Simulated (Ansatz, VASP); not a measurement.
One calculation of Mg, two programs

```
Mg
1.0
     0.06733    2.27792    2.27792
     2.27792    0.06733    2.27792
     2.27792    2.27792    0.06733
Mg
1
Direct
  0.00000 0.00000 0.00000
```

Change from the starting cell: equal xy, yz and zx shear strains of +3 %.

Alike in both runs: task single point; functional PBE; k mesh 16 × 16 × 16; occupations fermi-dirac, width 0.03 eV; no spin polarisation.

```csv
,VASP,Ansatz
version,VASP 6.6.1,Ansatz 0.2.0
potentials or method,"VASP PAW PBE potentials, release 64 (Mg), cutoff 520 eV","all-electron LAPW, scalar-relativistic"
```

Ansatz gave:

- pressure (GPa): 0.9
- traceless stress, the component that is largest in VASP (GPa): -0.66

Estimate VASP's values.

pressure (GPa): 0.8; traceless stress, the component that is largest in VASP (GPa): -0.66.

Ansatz ran all-electron here, and VASP with PAW potentials.
